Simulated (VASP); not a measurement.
# Si (a cell with a defect) in VASP: single point with PBE

Aim: the single point of Si (a cell with a defect) with PBE.

Everything below comes from runs of VASP 6.6.1. Logs are shortened: lines on timing, memory, paths and dates and some standing lists are left out, and cuts for length are marked.

## 1. The cell of the first run

The cell holds a defect, 17 atoms: a = 7.679 Å, b = 7.679 Å, c = 7.679 Å, α = 60.00°, β = 60.00°, γ = 60.00°.

## 2. Single point, PBE

File INCAR:

```
SYSTEM = Si
PREC     = Accurate       ! precision mode
ENCUT    = 520            ! plane-wave cutoff, eV
EDIFF    = 1E-6           ! SCF threshold, eV
ISMEAR   = 0              ! smearing method
SIGMA    = 0.05           ! smearing width, eV
LREAL    = Auto         
LASPH    = .True.         ! aspherical terms in the spheres
NELM     = 80             ! most SCF steps
ALGO     = Normal         ! electronic algorithm
ISIF     = 2              ! what is computed and relaxed
LWAVE    = .False.        ! write WAVECAR
LCHARG   = .False.        ! write CHGCAR
GGA      = PE             ! functional
NBANDS   = 48             ! bands
```

File KPOINTS:

```
regular mesh
0
Gamma
  2 2 2
  0 0 0
```

File POSCAR:

```
Si
1.0
    0.0000000000      5.4300000000      5.4300000000
    5.4300000000      0.0000000000      5.4300000000
    5.4300000000      5.4300000000      0.0000000000
Si
17
Direct
   -0.0077938306     -0.0016687845     -0.0015573665
    0.0756810313      0.1412655617      0.1413948435
   -0.0077550645     -0.0016893186      0.5107546961
    0.1330557090      0.1139643646      0.6263662063
   -0.0078424494      0.5106378453     -0.0015312155
    0.1329549724      0.6262544199      0.1141293738
    0.0493814917      0.4833463168      0.4835017495
    0.1329765193      0.6262356354      0.6263953039
    0.4517629834      0.0158685083      0.0160581952
    0.6203146409      0.1152763352      0.1153002762
    0.5049455801     -0.0240271639      0.5094249540
    0.6203548803      0.1152213628      0.6488609576
    0.5048406998      0.5093012891     -0.0239497238
    0.6202645488      0.6486409761      0.1153884899
    0.5048625230      0.5092558932      0.5095308471
    0.6733246777      0.6087283610      0.6088296501
    0.5627245856      0.3122555249      0.3123851750
```

Potentials or basis: VASP PAW PBE potentials, release 64 (Si).

Run with:

```bash
cat potpaw_PBE.64/Si/POTCAR > POTCAR
mpirun -np 1 vasp_std > vasp.out
```

OUTCAR:

```text
SYSTEM = Si
   PREC = Accurate
   ENCUT = 520
   EDIFF = 1E-6
   ISMEAR = 0
   LREAL = Auto
   LASPH = .True.
   NELM = 80
   ISIF = 2
   GGA = PE

 ion  position               nearest neighbor table
   1  0.992  0.998  0.998-   2 2.33  10 2.33   6 2.34   4 2.34
   2  0.076  0.141  0.141-   1 2.33   3 2.33   5 2.33   9 2.36
   3  0.992  0.998  0.511-   2 2.33  12 2.33   8 2.34   4 2.34
   4  0.133  0.114  0.626-   7 2.33  11 2.33   3 2.34   1 2.34
   5  0.992  0.511  0.998-   2 2.33  14 2.33   6 2.34   8 2.34
   6  0.133  0.626  0.114-   7 2.33  13 2.33   1 2.34   5 2.34
   7  0.049  0.483  0.484-   4 2.33   6 2.33   8 2.33  16 2.36
   8  0.133  0.626  0.626-   7 2.33  15 2.33   3 2.34   5 2.34
   9  0.452  0.016  0.016-  10 2.32  12 2.32  14 2.32   2 2.36
  10  0.620  0.115  0.115-   9 2.32   1 2.33  17 2.39  13 2.47  11 2.47
  11  0.505  0.976  0.509-  16 2.32   4 2.33  17 2.39  12 2.47  10 2.47
  12  0.620  0.115  0.649-   9 2.32   3 2.33  17 2.39  15 2.47  11 2.47
  13  0.505  0.509  0.976-  16 2.32   6 2.33  17 2.39  10 2.47  14 2.47
  14  0.620  0.649  0.115-   9 2.32   5 2.33  17 2.39  13 2.47  15 2.47
  15  0.505  0.509  0.510-  16 2.32   8 2.33  17 2.39  12 2.47  14 2.47
  16  0.673  0.609  0.609-  13 2.32  11 2.32  15 2.32   7 2.36
  17  0.563  0.312  0.312-  14 2.39  11 2.39  15 2.39  10 2.39  13 2.39  12 2.39

  LATTYP: Found a face centered cubic cell.
 ALAT       =    10.8600000000

  Lattice vectors:

 A1 = (   0.0000000000,   5.4300000000,   5.4300000000)
 A2 = (   5.4300000000,   0.0000000000,   5.4300000000)
 A3 = (   5.4300000000,   5.4300000000,   0.0000000000)

Analysis of symmetry for initial positions (statically):
=====================================================================
 Subroutine PRICEL returns:
 Original cell was already a primitive cell.

 Routine SETGRP: Setting up the symmetry group for a
 face centered cubic supercell.

 Subroutine GETGRP returns: Found  1 space group operations
 (whereof  1 operations were pure point group operations)
 out of a pool of 48 trial point group operations.

The static configuration has the point symmetry C_1 .

Analysis of symmetry for dynamics (positions and initial velocities):
=====================================================================
 Subroutine PRICEL returns:
 Original cell was already a primitive cell.

 Routine SETGRP: Setting up the symmetry group for a
 face centered cubic supercell.

 Subroutine GETGRP returns: Found  1 space group operations
 (whereof  1 operations were pure point group operations)
 out of a pool of 48 trial point group operations.

The dynamic configuration has the point symmetry C_1 .

 Subroutine INISYM returns: Found  1 space group operations
 (whereof  1 operations are pure point group operations),
 and found     1 'primitive' translations

----------------------------------------------------------------------------------------

                                     Primitive cell

  volume of cell :     320.2060

  direct lattice vectors                    reciprocal lattice vectors
     0.000000000  5.430000000  5.430000000    -0.092081031  0.092081031  0.092081031
     5.430000000  0.000000000  5.430000000     0.092081031 -0.092081031  0.092081031
     5.430000000  5.430000000  0.000000000     0.092081031  0.092081031 -0.092081031

  length of vectors
     7.679179644  7.679179644  7.679179644     0.159489025  0.159489025  0.159489025

  position of ions in fractional coordinates (direct lattice)
     0.992206169  0.998331216  0.998442633
     0.075681031  0.141265562  0.141394844
     0.992244935  0.998310681  0.510754696
     0.133055709  0.113964365  0.626366206
     0.992157551  0.510637845  0.998468784
     0.132954972  0.626254420  0.114129374
[... 9 lines left out ...]
     0.673324678  0.608728361  0.608829650
     0.562724586  0.312255525  0.312385175

  ion indices of the primitive-cell ions
   primitive index   ion index
                 1           1
                 2           2
                 3           3
                 4           4
                 5           5
                 6           6
[... 9 lines left out ...]
                16          16
                17          17

----------------------------------------------------------------------------------------

 KPOINTS: regular mesh

Automatic generation of k-mesh.
 Grid dimensions read from file:
 generate k-points for:    2    2    2

 Generating k-lattice:

  Cartesian coordinates                     Fractional coordinates (reciprocal lattice)
    -0.046040516  0.046040516  0.046040516     0.500000000  0.000000000  0.000000000
     0.046040516 -0.046040516  0.046040516     0.000000000  0.500000000  0.000000000
     0.046040516  0.046040516 -0.046040516     0.000000000  0.000000000  0.500000000

  Length of vectors
     0.079744512  0.079744512  0.079744512

  Shift w.r.t. Gamma in fractional coordinates (k-lattice)
     0.000000000  0.000000000  0.000000000

 Subroutine IBZKPT returns following result:
 ===========================================

 Found      8 irreducible k-points:

 Following reciprocal coordinates:
            Coordinates               Weight
  0.000000  0.000000  0.000000      1.000000
  0.500000  0.000000  0.000000      1.000000
  0.000000  0.500000  0.000000      1.000000
  0.000000  0.000000  0.500000      1.000000
  0.500000  0.500000  0.500000      1.000000
  0.500000  0.500000  0.000000      1.000000
  0.000000  0.500000  0.500000      1.000000
  0.500000  0.000000  0.500000      1.000000
   k-points           NKPTS =      8   k-points in BZ     NKDIM =      8   number of bands    NBANDS=     48
   number of dos      NEDOS =    301   number of ions     NIONS =     17
   total plane-waves  NPLWV = 216000
   dimension x,y,z NGX =    60 NGY =   60 NGZ =   60
   dimension x,y,z NGXF=   120 NGYF=  120 NGZF=  120
   ions per type =              17
   NGX,Y,Z   is equivalent  to a cutoff of  12.99, 12.99, 12.99 a.u.
   NGXF,Y,Z  is equivalent  to a cutoff of  25.98, 25.98, 25.98 a.u.
 SYSTEM =  Si
   PREC   = accura    normal or accurate (medium, high low for compatibility)
   ISTART =      0    job   : 0-new  1-cont  2-samecut
   ICHARG =      2    charge: 1-file 2-atom 10-const
   ISPIN  =      1    spin polarized calculation?
   LNONCOLLINEAR =      F non collinear calculations
   LSORBIT =      F    spin-orbit coupling
   LASPH  =      T    aspherical Exc in radial PAW
   ENCUT  =  520.0 eV  38.22 Ry    6.18 a.u.  14.28 14.28 14.28*2*pi/ulx,y,z
   NELM   =     80;   NELMIN=  2; NELMDL= -5     # of ELM steps
   EDIFF  = 0.1E-05   stopping-criterion for ELM
   LREAL  =      T    real-space projection
   EDIFFG = 0.1E-04   stopping-criterion for IOM
   NSW    =      0    number of steps for IOM
   IBRION =     -1    ionic relax: 0-MD 1-quasi-New 2-CG
   NFREE  =      0    steps in history (QN), initial steepest desc. (CG)
   ISIF   =      2    stress and relaxation
   ISYM   =      2    0-nonsym 1-usesym 2-fastsym
   POTIM  = 0.5000    time-step for ionic-motion
   TEBEG  =    0.0;   TEEND  =   0.0 temperature during run
   PSTRESS=    0.0 pullay stress
   NELECT =      68.0000    total number of electrons
   NUPDOWN=      -1.0000    fix difference up-down
   EMIN   =  10.00;   EMAX   =-10.00  energy-range for DOS
   EFERMI =   0.00;   METHOD = LEGACY
   ISMEAR =     0;   SIGMA  =   0.05  broadening in eV -4-tet -1-fermi 0-gaus
   EFERMI_NEDOS =   21; number of points for ismear=-14 and -15
   IALGO  =     38    algorithm
   IMIX   =      4    mixing-type and parameters
     AMIX     =   0.40;   BMIX     =  1.00
     AMIX_MAG =   1.60;   BMIX_MAG =  1.00
  volume/ion in A,a.u.               =      18.84       127.11
  Fermi-wavevector in a.u.,A,eV,Ry     =   0.976715  1.845724 12.979587  0.953973
  Thomas-Fermi vector in A             =   2.107356
   LORBIT       =      0    0 simple, 1 ext, 2 COOP (PROOUT), +10 PAW based schemes
   GGA     = PE    functional components
   LHFCALC =     F    Hartree Fock is set to
   AEXX    =    0.0000 exact exchange contribution
   IVDW    =     0    specifies the selected vdW correction
   LEPSILON=     F    determine dielectric tensor
   LRPA    =     F    only Hartree local field effects (RPA)
 non-spin polarized calculation
 Gauss-broadening in eV      SIGMA  =   0.05
  energy-cutoff  :      520.00
  volume of cell :      320.21
 maximum number of plane-waves:      8646
 NGX is ok and might be reduce to    60
   NGX = 29   NGY = 29   NGZ = 29

 number of electron      68.0000001 magnetization

 Free energy of the ion-electron system (eV)
  ---------------------------------------------------
  ext. energy  EPLUGINS =         0.00000000
  ---------------------------------------------------
  free energy    TOTEN  =       -87.68213449 eV

  energy without entropy =      -87.67259932  energy(sigma->0) =      -87.67736690

 E-fermi :   6.7385     XC(G=0):  -9.6890

 val. band max:        6.4810338402   @ k =   0.5000   0.5000   0.0000
 cond. band min:       6.7492569564   @ k =   0.0000   0.0000   0.0000
 fundamental gap:      0.2682231162
 Fermi energy:         6.7384995898

 k-point     1 :       0.0000    0.0000    0.0000
  band No.  band energies     occupation
      1      -6.2225      2.00000
      2      -3.9141      2.00000
      3      -3.6326      2.00000
      4      -3.6321      2.00000
      5      -3.4061      2.00000
      6      -2.5413      2.00000
[... 38 lines left out ...]
     45       8.7818      0.00000
     46       8.8140      0.00000

 k-point     2 :       0.5000    0.0000    0.0000
  band No.  band energies     occupation
      1      -5.8253      2.00000
      2      -4.8810      2.00000
      3      -3.4057      2.00000
      4      -3.4051      2.00000
      5      -3.3774      2.00000
      6      -3.0179      2.00000
[... 38 lines left out ...]
     45       9.8142      0.00000
     46      10.2727      0.00000

 k-point     3 :       0.0000    0.5000    0.0000
  band No.  band energies     occupation
      1      -5.7469      2.00000
      2      -5.0047      2.00000
      3      -3.6393      2.00000
      4      -3.4365      2.00000
      5      -3.1859      2.00000
      6      -3.0336      2.00000
[... 38 lines left out ...]
     45       9.5028      0.00000
     46      10.1319      0.00000

 k-point     4 :       0.0000    0.0000    0.5000
  band No.  band energies     occupation
      1      -5.7468      2.00000
      2      -5.0051      2.00000
      3      -3.6393      2.00000
      4      -3.4361      2.00000
      5      -3.1862      2.00000
      6      -3.0331      2.00000
[... 38 lines left out ...]
     45       9.5023      0.00000
     46      10.1324      0.00000

 k-point     5 :       0.5000    0.5000    0.5000
  band No.  band energies     occupation
      1      -5.7468      2.00000
      2      -5.0049      2.00000
      3      -3.6393      2.00000
      4      -3.4362      2.00000
      5      -3.1861      2.00000
      6      -3.0332      2.00000
[... 38 lines left out ...]
     45       9.5025      0.00000
     46      10.1322      0.00000

 k-point     6 :       0.5000    0.5000    0.0000
  band No.  band energies     occupation
      1      -5.6172      2.00000
      2      -4.7140      2.00000
      3      -4.0677      2.00000
      4      -3.8806      2.00000
      5      -3.7996      2.00000
      6      -3.6425      2.00000
[... 38 lines left out ...]
     45      10.4102      0.00000
     46      10.4682      0.00000

 k-point     7 :       0.0000    0.5000    0.5000
  band No.  band energies     occupation
      1      -5.6171      2.00000
      2      -4.7143      2.00000
      3      -4.0677      2.00000
      4      -3.8805      2.00000
      5      -3.7997      2.00000
      6      -3.6423      2.00000
[... 38 lines left out ...]
     45      10.4103      0.00000
     46      10.4681      0.00000

 k-point     8 :       0.5000    0.0000    0.5000
  band No.  band energies     occupation
      1      -5.6171      2.00000
      2      -4.7145      2.00000
      3      -4.0677      2.00000
      4      -3.8804      2.00000
      5      -3.7998      2.00000
      6      -3.6421      2.00000
[... 38 lines left out ...]
     45      10.4103      0.00000
     46      10.4680      0.00000
 [bands above 46 left out]

------------------------ aborting loop because EDIFF is reached ----------------------------------------

  FORCE on cell =-STRESS in cart. coord.  units (eV):
  Direction    XX          YY          ZZ          XY          YZ          ZX
  --------------------------------------------------------------------------------------
  -------------------------------------------------------------------------------------
  Total        9.8893089      9.8880093      9.8925588      0.9446491     -0.9455457      0.9453239
  in kB       49.4819768     49.4754739     49.4982377      4.7266299     -4.7311163      4.7300063
  external PRESSURE =      49.4852295 kB  Pullay stress =       0.0000000 kB

 VOLUME and BASIS-vectors are now :
 -----------------------------------------------------------------------------
  energy-cutoff  :      520.00
  volume of cell :      320.21
      direct lattice vectors                 reciprocal lattice vectors
     0.000000000  5.430000000  5.430000000    -0.092081031  0.092081031  0.092081031
     5.430000000  0.000000000  5.430000000     0.092081031 -0.092081031  0.092081031
     5.430000000  5.430000000  0.000000000     0.092081031  0.092081031 -0.092081031

 POSITION                                       TOTAL-FORCE (eV/Angst)
 -----------------------------------------------------------------------------------
     10.84248     10.80922     10.80862        -0.001010     -0.008714     -0.008408
      1.53485      1.17872      1.17802         0.019596     -0.018557     -0.017759
      8.19422      8.16129     10.80872         0.008956      0.000991     -0.008872
      4.01999      4.12366      1.34132        -0.009234      0.008210     -0.000081
      8.19445     10.80910      8.16018         0.008341     -0.008517      0.001382
      4.02028      1.34167      4.12251        -0.009402      0.000635      0.007945
[... 9 lines left out ...]
      6.61134      6.96210      6.96155        -0.007907      0.007702      0.007354
      3.39180      4.75185      4.75114        -0.000071     -0.000171     -0.000453
 -----------------------------------------------------------------------------------
    total drift:                                0.007658     -0.002330     -0.001285

  FREE ENERGIE OF THE ION-ELECTRON SYSTEM (eV)
  ---------------------------------------------------
  free  energy   TOTEN  =       -87.6821344895 eV

  energy  without entropy=      -87.6725993194  energy(sigma->0) =      -87.67736690
```

Run time: 6.3 min. Hardware: 1 thread of AMD EPYC 7R43 (Zen 3), shared host; peak memory 0.42 GiB.

Results:

```yaml
Free_energy: -87.6821 eV
Pressure: 4.9 GPa
Largest_force: 0.032 eV/Å
Band_gap_on_the_k_mesh: zero (bands 34 and 35 overlap by 0.01 eV)
```

Forces in eV/Å, atoms in the order of the input:
```
Si  -0.001 -0.009 -0.008
Si   0.020 -0.019 -0.018
Si   0.009  0.001 -0.009
Si  -0.009  0.008  0.000
Si   0.008 -0.009  0.001
Si  -0.009  0.001  0.008
Si  -0.018  0.019  0.019
Si  -0.001  0.008  0.008
Si   0.005 -0.006 -0.005
Si   0.001 -0.001 -0.002
Si  -0.001  0.000  0.000
Si   0.001 -0.002 -0.002
Si   0.000  0.001  0.000
Si   0.002 -0.002  0.000
Si   0.000  0.001  0.001
Si  -0.008  0.008  0.007
Si   0.000  0.000  0.000
```

Stress tensor (GPa, compression positive):
```
 4.95  0.47  0.47
 0.47  4.95 -0.47
 0.47 -0.47  4.95
```

Caveat: the k points lie up to 0.50 Å⁻¹ apart.
